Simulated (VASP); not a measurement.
# MoS2 (P6_3/mmc) in VASP: notebook, part 2 of 2

VASP 6.6.1.

**4. Single point, PBE**

INCAR

```
SYSTEM = MoS2
PREC = Accurate
ENCUT = 520
EDIFF = 1E-6
ISMEAR = 0
SIGMA = 0.014
LREAL = .FALSE.
LASPH = .TRUE.
NELM = 80
ALGO = Normal
ISIF = 2
LWAVE = .FALSE.
LCHARG = .TRUE.
GGA = PE
LELF = .TRUE.
LVHAR = .TRUE.
NBANDS = 35
```

KPOINTS

```
Automatic mesh
0
G
  10 10 3
  0 0 0
```

POSCAR

```
MoS2
1.0
    3.1690000000      0.0000000000      0.0000000000
   -1.5845000000      2.7444345046      0.0000000000
    0.0000000000      0.0000000000     12.3240000000
Mo S
2 4
Direct
    0.6666666667      0.3333333333      0.7500000000
    0.3333333333      0.6666666667      0.2500000000
    0.6666666667      0.3333333333      0.3770000000
    0.3333333333      0.6666666667      0.8770000000
    0.6666666667      0.3333333333      0.1230000000
    0.3333333333      0.6666666667      0.6230000000
```

Potentials or basis: VASP PAW PBE potentials, release 64 (Mo_sv, S).

Launch:

```
$ cat potpaw_PBE.64/Mo_sv/POTCAR potpaw_PBE.64/S/POTCAR > POTCAR
$ mpirun -np 1 vasp_std > vasp.out
```

OUTCAR:

```text
SYSTEM = MoS2
   PREC = Accurate
   ENCUT = 520
   EDIFF = 1E-6
   ISMEAR = 0
   LREAL = .FALSE.
   LASPH = .TRUE.
   NELM = 80
   ISIF = 2
   GGA = PE

 ion  position               nearest neighbor table
   1  0.667  0.333  0.750-   4 2.41   6 2.41   4 2.41   6 2.41   4 2.41   6 2.41
   2  0.333  0.667  0.250-   3 2.41   5 2.41   3 2.41   5 2.41   3 2.41   5 2.41
   3  0.667  0.333  0.377-   2 2.41   2 2.41   2 2.41
   4  0.333  0.667  0.877-   1 2.41   1 2.41   1 2.41
   5  0.667  0.333  0.123-   2 2.41   2 2.41   2 2.41
   6  0.333  0.667  0.623-   1 2.41   1 2.41   1 2.41

[... 1121 lines left out ...]
  -------------------------------------------------------------------------------------
  Total        1.1573184      1.1573184      1.3957572      0.0000000     -0.0000000      0.0000000
  in kB       17.2996231     17.2996231     20.8638113      0.0000000     -0.0000000      0.0000000
  external PRESSURE =      18.4876858 kB  Pullay stress =       0.0000000 kB

 VOLUME and BASIS-vectors are now :
 -----------------------------------------------------------------------------
  energy-cutoff  :      520.00
  volume of cell :      107.18
      direct lattice vectors                 reciprocal lattice vectors
     3.169000000  0.000000000  0.000000000     0.315556958  0.182186895  0.000000000
    -1.584500000  2.744434505  0.000000000     0.000000000  0.364373789  0.000000000
     0.000000000  0.000000000 12.324000000     0.000000000  0.000000000  0.081142486

 POSITION                                       TOTAL-FORCE (eV/Angst)
 -----------------------------------------------------------------------------------
      1.58450      0.91481      9.24300         0.000000     -0.000000     -0.000000
     -0.00000      1.82962      3.08100        -0.000000      0.000000     -0.000000
      1.58450      0.91481      4.64615        -0.000000     -0.000000     -0.077940
     -0.00000      1.82962     10.80815         0.000000     -0.000000     -0.077940
      1.58450      0.91481      1.51585        -0.000000      0.000000      0.077940
     -0.00000      1.82962      7.67785         0.000000      0.000000      0.077940
 -----------------------------------------------------------------------------------
    total drift:                               -0.000000      0.000000     -0.000000

  FREE ENERGIE OF THE ION-ELECTRON SYSTEM (eV)
  ---------------------------------------------------
  free  energy   TOTEN  =       -43.6141725077 eV

  energy  without entropy=      -43.6141725077  energy(sigma->0) =      -43.61417251
```

OSZICAR:

```text
N       E                     dE             d eps       ncg     rms          rms(c)
DAV:   1     0.440987267268E+03    0.44099E+03   -0.29156E+04  2144   0.141E+03
DAV:   2    -0.238441258039E+02   -0.46483E+03   -0.44903E+03  2344   0.366E+02
DAV:   3    -0.461007296193E+02   -0.22257E+02   -0.21804E+02  2370   0.738E+01
DAV:   4    -0.465607755315E+02   -0.46005E+00   -0.45863E+00  2303   0.108E+01
DAV:   5    -0.465698998196E+02   -0.91243E-02   -0.91223E-02  2309   0.150E+00    0.339E+01
DAV:   6    -0.444161445114E+02    0.21538E+01   -0.12580E+01  2142   0.226E+01    0.127E+01
DAV:   7    -0.439888354390E+02    0.42731E+00   -0.58811E+00  2100   0.148E+01    0.812E+00
DAV:   8    -0.436122617961E+02    0.37657E+00   -0.87648E-01  2134   0.632E+00    0.294E+00
DAV:   9    -0.436225995453E+02   -0.10338E-01   -0.10383E-01  2276   0.161E+00    0.130E+00
DAV:  10    -0.436142221664E+02    0.83774E-02   -0.33931E-02  2182   0.124E+00    0.406E-01
DAV:  11    -0.436143476932E+02   -0.12553E-03   -0.19482E-03  2186   0.236E-01    0.230E-01
DAV:  12    -0.436141697777E+02    0.17792E-03   -0.46900E-04  2224   0.126E-01    0.110E-01
DAV:  13    -0.436141682559E+02    0.15218E-05   -0.16694E-04  2296   0.654E-02    0.808E-03
DAV:  14    -0.436141718671E+02   -0.36112E-05   -0.11457E-05  1975   0.159E-02    0.174E-02
DAV:  15    -0.436141725077E+02   -0.64058E-06   -0.66867E-07  1432   0.415E-03
   1 F= -.43614173E+02 E0= -.43614173E+02  d E =-.965042E-66
```

stdout:

```text
POSCAR found type information on POSCAR MoS
 POSCAR found :  2 types and       6 ions
 scaLAPACK will be used
 LDA part: xc-table for (Slater+PW92), standard interpolation
 POSCAR, INCAR and KPOINTS ok, starting setup
 FFT: planning ... GRIDC
 FFT: planning ... GRID_SOFT
 FFT: planning ... GRID
 WAVECAR not read
 entering main loop
```

Wall time 2.2 min (1 thread of Intel Xeon 8259CL, shared host); peak memory 0.27 GiB.

What came out:

| Item | Value |
| --- | --- |
| Free energy | -43.6142 eV |
| Pressure | 1.8 GPa |
| Largest force | 0.078 eV/Å |
| Band gap on the k mesh | 0.94 eV (least direct gap 1.87 eV) |

Forces on the atoms (eV/Å):
```
Mo   0.000  0.000  0.000
Mo   0.000  0.000  0.000
S    0.000  0.000 -0.078
S    0.000  0.000 -0.078
S    0.000  0.000  0.078
S    0.000  0.000  0.078
```

Caveat: an odd mesh through Γ misses points on the zone boundary, where band edges can lie; this functional lacks dispersion, which binds the layers, so the pressure and a relaxed spacing across them are unreliable. As with any semilocal functional, this PBE gap is likely too small.

**5. Single point, LDA**

This run uses another cell than the first one, of 17.00 Å³/atom.

INCAR

```
PREC = Accurate
ENCUT = 520
EDIFF = 1E-6
ISMEAR = -1
SIGMA = 0.05
LREAL = False
LASPH = True
NELM = 100
ALGO = Normal
ISIF = 2
LWAVE = False
LCHARG = False
GGA = CA
NBANDS = 35
```

KPOINTS

```
Automatic mesh
0
Gamma
  8 8 2
```

POSCAR

```
MoS2
1.0
    3.1226210878      0.0000000000      0.0000000000
   -1.5613105439      2.7042691884      0.0000000000
    0.0000000000      0.0000000000     12.0810378621
Mo S
2 4
Direct
    0.6666666667      0.3333333333      0.7500000000
    0.3333333333      0.6666666667      0.2500000000
    0.6666666667      0.3333333333      0.3786646394
    0.3333333333      0.6666666667      0.8786646394
    0.6666666667      0.3333333333      0.1213353606
    0.3333333333      0.6666666667      0.6213353606
```

Potentials or basis: VASP PAW LDA potentials, release 64 (Mo_sv, S).

Launch:

```
$ cat potpaw_LDA.64/Mo_sv/POTCAR potpaw_LDA.64/S/POTCAR > POTCAR
$ mpirun -np 1 vasp_std > vasp.out
```

It took 85 s on 1 thread of Intel Xeon 8259CL, shared host; peak memory 0.21 GiB.

Results (log left out):

```
Free energy            : -48.9576 eV
Pressure               : 0.0 GPa
Largest force          : 0.009 eV/Å
Band gap on the k mesh : 0.84 eV (least direct gap 2.05 eV)
```

Forces on the atoms (eV/Å):
```
Mo   0.000  0.000  0.000
Mo   0.000  0.000  0.000
S    0.000  0.000  0.009
S    0.000  0.000  0.009
S    0.000  0.000 -0.009
S    0.000  0.000 -0.009
```

Levels at points of the mesh, in eV from the valence-band top:
```csv
k point,band 22,band 23,band 24,band 25,band 26,band 27,band 28,band 29,band 30,band 31
"(0.00, 0.00, 0.00)",-2.20,-2.20,-1.40,-1.14,0.00,2.14,2.14,2.18,2.18,2.33
"(0.50, 0.00, 0.00)",-2.59,-1.76,-1.53,-1.51,-1.39,1.67,1.72,2.02,2.37,2.81
"(0.00, 0.00, 0.50)",-2.23,-2.23,-2.23,-0.29,-0.29,2.15,2.15,2.15,2.15,2.45
"(0.50, 0.00, 0.50)",-2.77,-1.63,-1.63,-1.45,-1.45,1.69,1.69,2.21,2.21,3.21
```

**6. Single point, PBEsol**

This run uses another cell than the first one, of 17.93 Å³/atom.

INCAR

```
SYSTEM = MoS2
PREC = Accurate
ENCUT = 520
EDIFF = 1E-7
ISMEAR = -1
SIGMA = 0.05
LREAL = .False.
LASPH = .True.
NELM = 60
ALGO = Normal
ISIF = 2
LWAVE = .False.
LCHARG = .False.
GGA = PS
NBANDS = 35
```

KPOINTS

```
regular mesh
0
Gamma
  8 8 2
  0 0 0
```

POSCAR

```
MoS2
1.0
    3.1417422373      0.0000000000      0.0000000000
   -1.5708711186      2.7208285896      0.0000000000
    0.0000000000      0.0000000000     12.5819981437
Mo S
2 4
Direct
    0.6666666667      0.3333333333      0.7500000000
    0.3333333333      0.6666666667      0.2500000000
    0.6666666667      0.3333333333      0.3739058466
    0.3333333333      0.6666666667      0.8739058466
    0.6666666667      0.3333333333      0.1260941534
    0.3333333333      0.6666666667      0.6260941534
```

Potentials or basis: VASP PAW PBE potentials, release 64 (Mo_sv, S).

Launch:

```
$ cat potpaw_PBE.64/Mo_sv/POTCAR potpaw_PBE.64/S/POTCAR > POTCAR
$ mpirun -np 1 vasp_std > vasp.out
```

It took 91 s on 1 thread of Intel Xeon 8259CL, shared host; peak memory 0.25 GiB.

Results (log left out):

| Item | Value |
| --- | --- |
| Free energy | -46.9052 eV |
| Pressure | 0.0 GPa |
| Band gap on the k mesh | 1.10 eV (least direct gap 2.03 eV) |

Levels at points of the mesh, in eV from the valence-band top:
```
           k point  band 23  band 24  band 25  band 26  band 27  band 28  band 29  band 30
(0.00, 0.00, 0.00)    -2.03    -1.31    -1.12     0.00     2.29     2.29     2.31     2.31
(0.50, 0.00, 0.00)    -1.55    -1.40    -1.31    -1.23     1.80     1.84     2.19     2.45
(0.00, 0.00, 0.50)    -2.05    -2.05    -0.29    -0.29     2.30     2.30     2.30     2.30
(0.50, 0.00, 0.50)    -1.48    -1.48    -1.27    -1.27     1.82     1.82     2.33     2.33
```

Caveat: the PAW data sets were made with another functional, which shifts forces and pressure a little; this functional lacks dispersion, which binds the layers, so the pressure and a relaxed spacing across them are unreliable.

**7. Summary**

```tsv
level	potentials or basis	cell	k mesh	smearing	gap on the mesh (eV)	pressure (GPa)	largest force (eV/Å)
PBE	VASP PAW PBE potentials, release 64 (Mo_sv, S)	a = 3.169, b = 3.169, c = 12.324 Å, angles 90.0, 90.0, 120.0°, 6 atoms, atomic positions A	6 × 6 × 2	gaussian 0.01 eV	0.90	1.9	0.07
PBE	VASP PAW PBE potentials, release 64 (Mo_sv, S)	a = 3.169, b = 3.169, c = 12.324 Å, angles 90.0, 90.0, 120.0°, 6 atoms, atomic positions A	10 × 10 × 3	gaussian 0.013 eV	0.94	1.8	0.08
PBE	VASP PAW PBE potentials, release 64 (Mo_sv, S)	a = 3.169, b = 3.169, c = 12.324 Å, angles 90.0, 90.0, 120.0°, 6 atoms, atomic positions A	10 × 10 × 3	gaussian 0.014 eV	0.94	1.8	0.08
LDA	VASP PAW LDA potentials, release 64 (Mo_sv, S)	a = 3.123, b = 3.123, c = 12.081 Å, angles 90.0, 90.0, 120.0°, 6 atoms, atomic positions B	8 × 8 × 2	fermi-dirac 0.05 eV	0.84	0.0	0.01
PBEsol	VASP PAW PBE potentials, release 64 (Mo_sv, S)	a = 3.142, b = 3.142, c = 12.582 Å, angles 90.0, 90.0, 120.0°, 6 atoms, atomic positions C	8 × 8 × 2	fermi-dirac 0.05 eV	1.10	0.0	-
```

Alike in all rows: task single point; no spin polarisation; cutoff (eV) 520.

Caveats: this functional lacks dispersion, which binds the layers, so the pressure and a relaxed spacing across them are unreliable (at least some runs); an odd mesh through Γ misses points on the zone boundary, where band edges can lie (at least some runs); the PAW data sets were made with another functional, which shifts forces and pressure a little (at least some runs).

Absolute energies hang on the potentials; compare differences alone.

**8. Against experiment**

Step 5. Measured gap of MoS2: 1.3 eV (indirect; 300 K; “Multiwavelength excitation Raman Scattering Analysis of bulk and 2 dimensional MoS2: Vibrational properties of atomically thin MoS2 layers”, 2015, arxiv:1506.03228). This calculation gives 0.84 eV (-0.46 eV). Spin-orbit coupling on Mo is left out. The value is that of LDA on a finite k mesh, which can miss the band edges, without temperature or zero-point motion. Semilocal functionals fall short of measured gaps as a rule.

Step 6. Measured gap of MoS2: 1.3 eV (indirect; 300 K; “Multiwavelength excitation Raman Scattering Analysis of bulk and 2 dimensional MoS2: Vibrational properties of atomically thin MoS2 layers”, 2015, arxiv:1506.03228). This calculation gives 1.10 eV (-0.20 eV). Spin-orbit coupling on Mo is left out. The value is that of PBEsol on a finite k mesh, which can miss the band edges, without temperature or zero-point motion. Semilocal functionals fall short of measured gaps as a rule.
